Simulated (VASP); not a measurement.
# Ag (P6_3/mmc) in VASP: notebook

Runs on Ag. Level: r2SCAN. Tasks: single point.

Program: VASP 6.6.1. These are calculated values, not measurements. Logs are shortened: lines on timing, memory, paths and dates and some standing lists are left out, and cuts for length are marked.

## Step 1: The cell of the first run

It takes space group P6_3/mmc (No. 194, hexagonal). Conventional cell: a = 2.827 Å, b = 2.827 Å, c = 9.796 Å, α = 90.00°, β = 90.00°, γ = 120.00°. Ag (site symmetry -3m) has 12 Ag at 2.83 to 2.94 Å within 3.7 Å. Within 3.7 Å of Ag (site symmetry -6m2) lie 12 Ag at 2.83 to 2.94 Å.

This isn't the form of Ag at room conditions, which is fcc.

## Step 2: Single point, r2SCAN

POSCAR reads:

```
Ag
1.0
    2.8272814270      0.0000000000      0.0000000000
   -1.4136407135      2.4484975394      0.0000000000
    0.0000000000      0.0000000000      9.7958610872
Ag
4
Direct
    0.0000000000      0.0000000000      0.5000000000
    0.0000000000      0.0000000000      0.0000000000
    0.6666666667      0.3333333333      0.7500000000
    0.3333333333      0.6666666667      0.2500000000
```

INCAR.step1 reads:

```
PREC     = Accurate       # precision mode
ENCUT    = 520            # plane-wave cutoff, eV
ISMEAR   = -1             # smearing method
SIGMA    = 0.05           # smearing width, eV
LREAL    = F              # projectors in reciprocal space
LASPH    = T              # aspherical terms in the spheres
NELM     = 100            # most SCF steps
NBANDS   = 30             # bands
GGA      = PE             # functional
ALGO     = Normal         # electronic algorithm
EDIFF    = 1E-4           # SCF threshold, eV
LWAVE    = T              # write WAVECAR
LCHARG   = F              # write CHGCAR
```

INCAR.step2 reads:

```
PREC     = Accurate       # precision mode
ENCUT    = 520            # plane-wave cutoff, eV
EDIFF    = 1E-6           # SCF threshold, eV
ISMEAR   = -1             # smearing method
SIGMA    = 0.05           # smearing width, eV
LREAL    = F              # projectors in reciprocal space
LASPH    = T              # aspherical terms in the spheres
NELM     = 100            # most SCF steps
ALGO     = Normal         # electronic algorithm
ISIF     = 2              # what is computed and relaxed
LWAVE    = F              # write WAVECAR
LCHARG   = F              # write CHGCAR
METAGGA  = R2SCAN         # meta-GGA
LMIXTAU  = T            
NBANDS   = 30             # bands
ISTART   = 1
```

KPOINTS reads:

```
regular mesh
0
Gamma
  11 11 3
```

Potentials or basis: VASP PAW PBE potentials, release 64 (Ag).

Launch:

```sh
cat potpaw_PBE.64/Ag/POTCAR > POTCAR
cp INCAR.step1 INCAR
mpirun -np 1 vasp_std > vasp.out
cp INCAR.step2 INCAR
mpirun -np 1 vasp_std > vasp.out
```

OUTCAR:

```text
PREC = Accurate
   ENCUT = 520
   EDIFF = 1E-6
   ISMEAR = -1
   LREAL = F
   LASPH = T
   NELM = 100
   ISIF = 2
   METAGGA = R2SCAN
   ISTART = 1

 ion  position               nearest neighbor table
   1  0.000  0.000  0.500-   3 2.94   4 2.94   4 2.94   3 2.94   3 2.94   4 2.94
   2  0.000  0.000  0.000-   3 2.94   4 2.94   4 2.94   3 2.94   3 2.94   4 2.94
   3  0.667  0.333  0.750-   1 2.94   2 2.94   1 2.94   2 2.94   1 2.94   2 2.94
   4  0.333  0.667  0.250-   1 2.94   2 2.94   1 2.94   2 2.94   1 2.94   2 2.94

  LATTYP: Found a hexagonal cell.
 ALAT       =     2.8272814270
 C/A-ratio  =     3.4647633566

  Lattice vectors:

 A1 = (   2.8272814270,   0.0000000000,   0.0000000000)
 A2 = (  -1.4136407135,   2.4484975394,   0.0000000000)
 A3 = (   0.0000000000,   0.0000000000,   9.7958610872)

Analysis of symmetry for initial positions (statically):
=====================================================================
 Subroutine PRICEL returns:
 Original cell was already a primitive cell.

 Routine SETGRP: Setting up the symmetry group for a
 hexagonal supercell.

 Subroutine GETGRP returns: Found 24 space group operations
 (whereof 12 operations were pure point group operations)
 out of a pool of 24 trial point group operations.

The static configuration has the point symmetry D_3d.
 The point group associated with its full space group is D_6h.

Analysis of symmetry for dynamics (positions and initial velocities):
=====================================================================
 Subroutine PRICEL returns:
 Original cell was already a primitive cell.

 Routine SETGRP: Setting up the symmetry group for a
 hexagonal supercell.

 Subroutine GETGRP returns: Found 24 space group operations
 (whereof 12 operations were pure point group operations)
 out of a pool of 24 trial point group operations.

The dynamic configuration has the point symmetry D_3d.
 The point group associated with its full space group is D_6h.

 Subroutine INISYM returns: Found 24 space group operations
 (whereof 12 operations are pure point group operations),
 and found     1 'primitive' translations

----------------------------------------------------------------------------------------
[... 86 lines left out ...]
   NGXF,Y,Z  is equivalent  to a cutoff of  28.22, 28.22, 27.15 a.u.
 SYSTEM =  unknown system
   PREC   = accura    normal or accurate (medium, high low for compatibility)
   ISTART =      1    job   : 0-new  1-cont  2-samecut
   ICHARG =      0    charge: 1-file 2-atom 10-const
   ISPIN  =      1    spin polarized calculation?
   LNONCOLLINEAR =      F non collinear calculations
   LSORBIT =      F    spin-orbit coupling
   LASPH  =      T    aspherical Exc in radial PAW
   ENCUT  =  520.0 eV  38.22 Ry    6.18 a.u.   5.26  5.26 18.21*2*pi/ulx,y,z
   NELM   =    100;   NELMIN=  2; NELMDL=  0     # of ELM steps
   EDIFF  = 0.1E-05   stopping-criterion for ELM
   LREAL  =      F    real-space projection
   EDIFFG = 0.1E-04   stopping-criterion for IOM
   NSW    =      0    number of steps for IOM
   IBRION =     -1    ionic relax: 0-MD 1-quasi-New 2-CG
   NFREE  =      0    steps in history (QN), initial steepest desc. (CG)
   ISIF   =      2    stress and relaxation
   ISYM   =      2    0-nonsym 1-usesym 2-fastsym
   POTIM  = 0.5000    time-step for ionic-motion
   TEBEG  =    0.0;   TEEND  =   0.0 temperature during run
   PSTRESS=    0.0 pullay stress
   NELECT =      44.0000    total number of electrons
   NUPDOWN=      -1.0000    fix difference up-down
   EMIN   =  10.00;   EMAX   =-10.00  energy-range for DOS
   EFERMI =   0.00;   METHOD = LEGACY
   ISMEAR =    -1;   SIGMA  =   0.05  broadening in eV -4-tet -1-fermi 0-gaus
   EFERMI_NEDOS =   21; number of points for ismear=-14 and -15
   IALGO  =     38    algorithm
   IMIX   =      4    mixing-type and parameters
     AMIX     =   0.40;   BMIX     =  1.00
     AMIX_MAG =   1.60;   BMIX_MAG =  1.00
  volume/ion in A,a.u.               =      16.95       114.41
  Fermi-wavevector in a.u.,A,eV,Ry     =   1.417279  2.678269 27.329738  2.008679
  Thomas-Fermi vector in A             =   2.538526
   LORBIT       =      0    0 simple, 1 ext, 2 COOP (PROOUT), +10 PAW based schemes
   METAGGA = R2SCAN    functional components
   LHFCALC =     F    Hartree Fock is set to
   AEXX    =    0.0000 exact exchange contribution
   IVDW    =     0    specifies the selected vdW correction
   LEPSILON=     F    determine dielectric tensor
   LRPA    =     F    only Hartree local field effects (RPA)
 non-spin polarized calculation
  energy-cutoff  :      520.00
  volume of cell :       67.81
 maximum number of plane-waves:      1842
 NGX is ok and might be reduce to    24
   NGX = 11   NGY = 11   NGZ = 37

 number of electron      44.0000005 magnetization

 Free energy of the ion-electron system (eV)
  ---------------------------------------------------
  ext. energy  EPLUGINS =         0.00000000
  ---------------------------------------------------
  free energy    TOTEN  =       -85.37532888 eV

  energy without entropy =      -85.36163934  energy(sigma->0) =      -85.36848411

 E-fermi :   8.5895     XC(G=0): -13.0058

 val. band max:        8.4940706205   @ k =   0.1818   0.1818   0.3333
 cond. band min:       8.6029814466   @ k =   0.2727   0.0909   0.3333
 fundamental gap:      0.1089108260
 Fermi energy:         8.5894634684

 k-point     1 :       0.0000    0.0000    0.0000
  band No.  band energies     occupation
      1       0.5053      2.00000
      2       1.6776      2.00000
      3       1.6854      2.00000
      4       1.6860      2.00000
      5       3.0938      2.00000
      6       3.3547      2.00000
[... 781 lines left out ...]
     29      22.0698      0.00000
     30      22.6711      0.00000

 [... further k-points ...]
[... 5 lines left out ...]
  --------------------------------------------------------------------------------------
  -------------------------------------------------------------------------------------
  Total        1.8890452      1.8890452     -0.2674436      0.0000000     -0.0000000      0.0000000
  in kB       44.6315112     44.6315112     -6.3187532      0.0000000     -0.0000000      0.0000000
  external PRESSURE =      27.6480897 kB  Pullay stress =       0.0000000 kB

 VOLUME and BASIS-vectors are now :
 -----------------------------------------------------------------------------
  energy-cutoff  :      520.00
  volume of cell :       67.81
      direct lattice vectors                 reciprocal lattice vectors
     2.827281427  0.000000000  0.000000000     0.353696661  0.204206862  0.000000000
    -1.413640713  2.448497539  0.000000000     0.000000000  0.408413725  0.000000000
     0.000000000  0.000000000  9.795861087     0.000000000  0.000000000  0.102083930

 POSITION                                       TOTAL-FORCE (eV/Angst)
 -----------------------------------------------------------------------------------
      0.00000      0.00000      4.89793        -0.000000      0.000000      0.000000
      0.00000      0.00000      0.00000        -0.000000      0.000000      0.000000
      1.41364      0.81617      7.34690         0.000000     -0.000000     -0.000000
     -0.00000      1.63233      2.44897        -0.000000      0.000000      0.000000
 -----------------------------------------------------------------------------------
    total drift:                               -0.000000      0.000000     -0.000000

  FREE ENERGIE OF THE ION-ELECTRON SYSTEM (eV)
  ---------------------------------------------------
  free  energy   TOTEN  =       -85.3753288755 eV

  energy  without entropy=      -85.3616393361  energy(sigma->0) =      -85.36848411
```

OUTCAR.step1:

```text
PREC = Accurate
   ENCUT = 520
   ISMEAR = -1
   LREAL = F
   LASPH = T
[... 1022 lines left out ...]
      0.00000      0.00000      4.89793         0.000000      0.000000      0.000000
      0.00000      0.00000      0.00000         0.000000      0.000000      0.000000
      1.41364      0.81617      7.34690         0.000000      0.000000      0.000000
     -0.00000      1.63233      2.44897        -0.000000      0.000000      0.000000
 -----------------------------------------------------------------------------------
    total drift:                               -0.000000      0.000000     -0.000000

  FREE ENERGIE OF THE ION-ELECTRON SYSTEM (eV)
  ---------------------------------------------------
  free  energy   TOTEN  =       -10.7691885819 eV

  energy  without entropy=      -10.7549119485  energy(sigma->0) =      -10.76205027
```

Run time: 2.3 min. Hardware: 1 thread of Intel Xeon 6975P-C (Granite Rapids), shared host; peak memory 0.22 GiB.

Results:

```yaml
Free_energy: -85.3753 eV
Pressure: 2.8 GPa
Band_gap_on_the_k_mesh: zero (bands 22 and 23 overlap by 6.56 eV)
```

Stress tensor (GPa, compression positive):
```
 4.46  0.00  0.00
 0.00  4.46  0.00
 0.00  0.00 -0.63
```

Caveat: the PAW data sets were made with another functional, which shifts forces and pressure a little.

(Part 1 of 2 ends here.)
